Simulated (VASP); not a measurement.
# PbSe (Cmcm) in VASP: single point with PBE

Aim: the single point of PbSe with PBE.

Program: VASP 6.6.1. These are calculated values, not measurements. Logs are shortened: lines on timing, memory, paths and dates and some standing lists are left out, and cuts for length are marked.

## (1) The cell of the first run

It takes space group Cmcm (No. 63, orthorhombic). The conventional cell has a = 4.275 Å, b = 11.994 Å, c = 4.433 Å, α = 90.00°, β = 90.00°, γ = 90.00°. Within 3.7 Å of Pb (site symmetry m2m) lie 5 Se at 2.81 to 3.08 Å. Se (site symmetry m2m) has 5 Pb at 2.81 to 3.08 Å within 3.7 Å.

## (2) Single point, PBE

Input file INCAR:

```
SYSTEM = PbSe
PREC     = Accurate       ! precision mode
ENCUT    = 500            ! plane-wave cutoff, eV
EDIFF    = 1E-6           ! SCF threshold, eV
ISMEAR   = 0              ! smearing method
SIGMA    = 0.01           ! smearing width, eV
LREAL    = .FALSE.        ! projectors in reciprocal space
LASPH    = .TRUE.         ! aspherical terms in the spheres
NELM     = 120            ! most SCF steps
ALGO     = Normal         ! electronic algorithm
ISIF     = 2              ! what is computed and relaxed
LWAVE    = .FALSE.        ! write WAVECAR
LCHARG   = .FALSE.        ! write CHGCAR
GGA      = PE             ! functional
NBANDS   = 28             ! bands
GGA_COMPAT= .FALSE.
```

Input file KPOINTS:

```
regular mesh
0
G
  4 4 4
  0 0 0
```

Input file POSCAR:

```
PbSe
1.0
    2.1377037274     -5.9967640596      0.0000000000
    2.1377037274      5.9967640596      0.0000000000
    0.0000000000      0.0000000000      4.4334887785
Pb Se
2 2
Direct
    0.6284359952      0.3715640048      0.7500000000
    0.3715640048      0.6284359952      0.2500000000
    0.8626836337      0.1373163663      0.7500000000
    0.1373163663      0.8626836337      0.2500000000
```

Potentials or basis: VASP PAW PBE potentials, release 64 (Pb_d, Se).

Command:

```sh
cat potpaw_PBE.64/Pb_d/POTCAR potpaw_PBE.64/Se/POTCAR > POTCAR
mpirun -np 1 vasp_std > vasp.out
```

OUTCAR:

```text
SYSTEM = PbSe
   PREC = Accurate
   ENCUT = 500
   EDIFF = 1E-6
   ISMEAR = 0
   LREAL = .FALSE.
   LASPH = .TRUE.
   NELM = 120
   ISIF = 2
   GGA = PE

 ion  position               nearest neighbor table
   1  0.628  0.372  0.750-   3 2.81   4 3.08   4 3.08   4 3.08   4 3.08   2 3.80   2 3.80
   2  0.372  0.628  0.250-   4 2.81   3 3.08   3 3.08   3 3.08   3 3.08   1 3.80   1 3.80
   3  0.863  0.137  0.750-   1 2.81   2 3.08   2 3.08   2 3.08   2 3.08
   4  0.137  0.863  0.250-   2 2.81   1 3.08   1 3.08   1 3.08   1 3.08

  LATTYP: Found a base centered orthorhombic cell.
 ALAT       =     4.2754074548
 B/A-ratio  =     2.8052362836
 C/A-ratio  =     1.0369745633

  Lattice vectors:

 A1 = (   2.1377037274,  -5.9967640596,   0.0000000000)
 A2 = (   2.1377037274,   5.9967640596,   0.0000000000)
 A3 = (   0.0000000000,   0.0000000000,   4.4334887785)

Analysis of symmetry for initial positions (statically):
=====================================================================
 Subroutine PRICEL returns:
 Original cell was already a primitive cell.

 Routine SETGRP: Setting up the symmetry group for a
 base centered orthorhombic supercell.

 Subroutine GETGRP returns: Found  8 space group operations
 (whereof  4 operations were pure point group operations)
 out of a pool of  8 trial point group operations.

The static configuration has the point symmetry C_2h.
 The point group associated with its full space group is D_2h.

Analysis of symmetry for dynamics (positions and initial velocities):
=====================================================================
 Subroutine PRICEL returns:
 Original cell was already a primitive cell.

 Routine SETGRP: Setting up the symmetry group for a
 base centered orthorhombic supercell.

 Subroutine GETGRP returns: Found  8 space group operations
 (whereof  4 operations were pure point group operations)
 out of a pool of  8 trial point group operations.

The dynamic configuration has the point symmetry C_2h.
 The point group associated with its full space group is D_2h.

 Subroutine INISYM returns: Found  8 space group operations
 (whereof  4 operations are pure point group operations),
 and found     1 'primitive' translations

----------------------------------------------------------------------------------------

                                     Primitive cell

  volume of cell :     113.6685

  direct lattice vectors                    reciprocal lattice vectors
     2.137703727 -5.996764060  0.000000000     0.233895836 -0.083378301  0.000000000
     2.137703727  5.996764060  0.000000000     0.233895836  0.083378301  0.000000000
     0.000000000  0.000000000  4.433488779     0.000000000  0.000000000  0.225556001

  length of vectors
     6.366392732  6.366392732  4.433488779     0.248312712  0.248312712  0.225556001

  position of ions in fractional coordinates (direct lattice)
     0.628435995  0.371564005  0.750000000
     0.371564005  0.628435995  0.250000000
     0.862683634  0.137316366  0.750000000
     0.137316366  0.862683634  0.250000000

  ion indices of the primitive-cell ions
   primitive index   ion index
                 1           1
                 2           2
                 3           3
                 4           4

----------------------------------------------------------------------------------------

 KPOINTS: regular mesh

Automatic generation of k-mesh.
 Grid dimensions read from file:
 generate k-points for:    4    4    4

 Generating k-lattice:

  Cartesian coordinates                     Fractional coordinates (reciprocal lattice)
     0.058473959 -0.020844575  0.000000000     0.250000000 -0.000000000  0.000000000
     0.058473959  0.020844575  0.000000000    -0.000000000  0.250000000  0.000000000
     0.000000000  0.000000000  0.056389000     0.000000000  0.000000000  0.250000000

  Length of vectors
     0.062078178  0.062078178  0.056389000

  Shift w.r.t. Gamma in fractional coordinates (k-lattice)
     0.000000000  0.000000000  0.000000000

 Subroutine IBZKPT returns following result:
 ===========================================

 Found     21 irreducible k-points:

 Following reciprocal coordinates:
            Coordinates               Weight
  0.000000  0.000000  0.000000      1.000000
  0.250000 -0.000000  0.000000      4.000000
  0.500000 -0.000000  0.000000      2.000000
  0.250000  0.250000  0.000000      2.000000
  0.500000  0.250000  0.000000      4.000000
 -0.250000  0.250000  0.000000      2.000000
[... 13 lines left out ...]
 -0.250000  0.250000  0.500000      2.000000
  0.500000  0.500000  0.500000      1.000000
   k-points           NKPTS =     21   k-points in BZ     NKDIM =     21   number of bands    NBANDS=     28
   number of dos      NEDOS =    301   number of ions     NIONS =      4
   total plane-waves  NPLWV =  73728
   dimension x,y,z NGX =    48 NGY =   48 NGZ =   32
   dimension x,y,z NGXF=    96 NGYF=   96 NGZF=   64
   ions per type =               2   2
   NGX,Y,Z   is equivalent  to a cutoff of  12.53, 12.53, 12.00 a.u.
   NGXF,Y,Z  is equivalent  to a cutoff of  25.07, 25.07, 24.00 a.u.
 SYSTEM =  PbSe
   PREC   = accura    normal or accurate (medium, high low for compatibility)
   ISTART =      0    job   : 0-new  1-cont  2-samecut
   ICHARG =      2    charge: 1-file 2-atom 10-const
   ISPIN  =      1    spin polarized calculation?
   LNONCOLLINEAR =      F non collinear calculations
   LSORBIT =      F    spin-orbit coupling
   LASPH  =      T    aspherical Exc in radial PAW
   ENCUT  =  500.0 eV  36.75 Ry    6.06 a.u.  11.61 11.61  8.08*2*pi/ulx,y,z
   NELM   =    120;   NELMIN=  2; NELMDL= -5     # of ELM steps
   EDIFF  = 0.1E-05   stopping-criterion for ELM
   LREAL  =      F    real-space projection
   EDIFFG = 0.1E-04   stopping-criterion for IOM
   NSW    =      0    number of steps for IOM
   IBRION =     -1    ionic relax: 0-MD 1-quasi-New 2-CG
   NFREE  =      0    steps in history (QN), initial steepest desc. (CG)
   ISIF   =      2    stress and relaxation
   ISYM   =      2    0-nonsym 1-usesym 2-fastsym
   POTIM  = 0.5000    time-step for ionic-motion
   TEBEG  =    0.0;   TEEND  =   0.0 temperature during run
   PSTRESS=    0.0 pullay stress
   NELECT =      40.0000    total number of electrons
   NUPDOWN=      -1.0000    fix difference up-down
   EMIN   =  10.00;   EMAX   =-10.00  energy-range for DOS
   EFERMI =   0.00;   METHOD = LEGACY
   ISMEAR =     0;   SIGMA  =   0.01  broadening in eV -4-tet -1-fermi 0-gaus
   EFERMI_NEDOS =   21; number of points for ismear=-14 and -15
   IALGO  =     38    algorithm
   IMIX   =      4    mixing-type and parameters
     AMIX     =   0.40;   BMIX     =  1.00
     AMIX_MAG =   1.60;   BMIX_MAG =  1.00
  volume/ion in A,a.u.               =      28.42       191.77
  Fermi-wavevector in a.u.,A,eV,Ry     =   1.155797  2.184139 18.175562  1.335866
  Thomas-Fermi vector in A             =   2.292422
   LORBIT       =      0    0 simple, 1 ext, 2 COOP (PROOUT), +10 PAW based schemes
   GGA     = PE    functional components
   LHFCALC =     F    Hartree Fock is set to
   AEXX    =    0.0000 exact exchange contribution
   IVDW    =     0    specifies the selected vdW correction
   LEPSILON=     F    determine dielectric tensor
   LRPA    =     F    only Hartree local field effects (RPA)
 non-spin polarized calculation
 Gauss-broadening in eV      SIGMA  =   0.01
  energy-cutoff  :      500.00
  volume of cell :      113.67
 maximum number of plane-waves:      2904
 NGX is ok and might be reduce to    48
   NGX = 23   NGY = 23   NGZ = 17

 number of electron      39.9999997 magnetization

 Free energy of the ion-electron system (eV)
  ---------------------------------------------------
  ext. energy  EPLUGINS =         0.00000000
  ---------------------------------------------------
  free energy    TOTEN  =       -16.17386262 eV

  energy without entropy =      -16.17386262  energy(sigma->0) =      -16.17386262

 E-fermi :   4.6311     XC(G=0):  -9.6048

 val. band max:        4.5829601749   @ k =   0.0000   0.0000   0.5000
 cond. band min:       5.7376076699   @ k =   0.5000   0.5000   0.0000
 fundamental gap:      1.1546474950
 Fermi energy:         4.6310928177

 k-point     1 :       0.0000    0.0000    0.0000
  band No.  band energies     occupation
      1     -11.8915      2.00000
      2     -11.8054      2.00000
      3     -11.8036      2.00000
      4     -11.7914      2.00000
      5     -11.7682      2.00000
      6     -11.7644      2.00000
[... 20 lines left out ...]
     27      10.2411      0.00000
     28      11.4833      0.00000

 k-point     2 :       0.2500   -0.0000    0.0000
  band No.  band energies     occupation
      1     -11.8621      2.00000
      2     -11.8010      2.00000
      3     -11.7949      2.00000
      4     -11.7837      2.00000
      5     -11.7719      2.00000
      6     -11.7699      2.00000
[... 20 lines left out ...]
     27      11.2817      0.00000
     28      12.0432      0.00000

 k-point     3 :       0.5000   -0.0000    0.0000
  band No.  band energies     occupation
      1     -11.8184      2.00000
      2     -11.8054      2.00000
      3     -11.8019      2.00000
      4     -11.8002      2.00000
      5     -11.7721      2.00000
      6     -11.7696      2.00000
[... 20 lines left out ...]
     27      12.6848      0.00000
     28      13.4049      0.00000

 k-point     4 :       0.2500    0.2500    0.0000
  band No.  band energies     occupation
      1     -11.8186      2.00000
      2     -11.8089      2.00000
      3     -11.8049      2.00000
      4     -11.7884      2.00000
      5     -11.7749      2.00000
      6     -11.7719      2.00000
[... 485 lines left out ...]
     27      11.2791      0.00000
     28      11.2791      0.00000

 k-point    20 :      -0.2500    0.2500    0.5000
  band No.  band energies     occupation
      1     -11.8272      2.00000
      2     -11.8272      2.00000
      3     -11.7920      2.00000
      4     -11.7920      2.00000
      5     -11.7652      2.00000
      6     -11.7652      2.00000
[... 20 lines left out ...]
     27      13.6523      0.00000
     28      13.6523      0.00000

 k-point    21 :       0.5000    0.5000    0.5000
  band No.  band energies     occupation
      1     -11.8299      2.00000
      2     -11.8299      2.00000
      3     -11.7857      2.00000
      4     -11.7857      2.00000
      5     -11.7651      2.00000
      6     -11.7651      2.00000
[... 20 lines left out ...]
     27      12.8324      0.00000
     28      12.8324      0.00000

------------------------ aborting loop because EDIFF is reached ----------------------------------------

  FORCE on cell =-STRESS in cart. coord.  units (eV):
  Direction    XX          YY          ZZ          XY          YZ          ZX
  --------------------------------------------------------------------------------------
  -------------------------------------------------------------------------------------
  Total        1.3050595      1.4589259      1.2829498      0.0000000      0.0000000      0.0000000
  in kB       18.3950429     20.5638168     18.0834030      0.0000000      0.0000000      0.0000000
  external PRESSURE =      19.0140876 kB  Pullay stress =       0.0000000 kB

 VOLUME and BASIS-vectors are now :
 -----------------------------------------------------------------------------
  energy-cutoff  :      500.00
  volume of cell :      113.67
      direct lattice vectors                 reciprocal lattice vectors
     2.137703727 -5.996764060  0.000000000     0.233895836 -0.083378301  0.000000000
     2.137703727  5.996764060  0.000000000     0.233895836  0.083378301  0.000000000
     0.000000000  0.000000000  4.433488779     0.000000000  0.000000000  0.225556001

 POSITION                                       TOTAL-FORCE (eV/Angst)
 -----------------------------------------------------------------------------------
      2.13770     -1.54040      3.32512         0.000000      0.095778     -0.000000
      2.13770      1.54040      1.10837         0.000000     -0.095778      0.000000
      2.13770     -4.34986      3.32512         0.000000     -0.102952     -0.000000
      2.13770      4.34986      1.10837         0.000000      0.102952     -0.000000
 -----------------------------------------------------------------------------------
    total drift:                                0.000000     -0.000000      0.000000

  FREE ENERGIE OF THE ION-ELECTRON SYSTEM (eV)
  ---------------------------------------------------
  free  energy   TOTEN  =       -16.1738626214 eV

  energy  without entropy=      -16.1738626214  energy(sigma->0) =      -16.17386262
```

It took 47 s on 1 thread of Intel Xeon Platinum 8375C at 2.90GHz (Ice Lake), shared host; peak memory 0.27 GiB.

What came out:

```yaml
Free_energy: -16.1739 eV
Pressure: 1.9 GPa
Largest_force: 0.103 eV/Å
Band_gap_on_the_k_mesh: 1.15 eV, indirect (least direct gap 1.45 eV)
```

Forces in eV/Å, atoms in the order of the input:
```
Pb   0.000  0.096  0.000
Pb   0.000 -0.096  0.000
Se   0.000 -0.103  0.000
Se   0.000  0.103  0.000
```

Stress tensor (GPa, compression positive):
```
1.84 0.00 0.00
0.00 2.06 0.00
0.00 0.00 1.81
```

Caveat: spin-orbit coupling is left out, which moves the levels of the heavy elements.
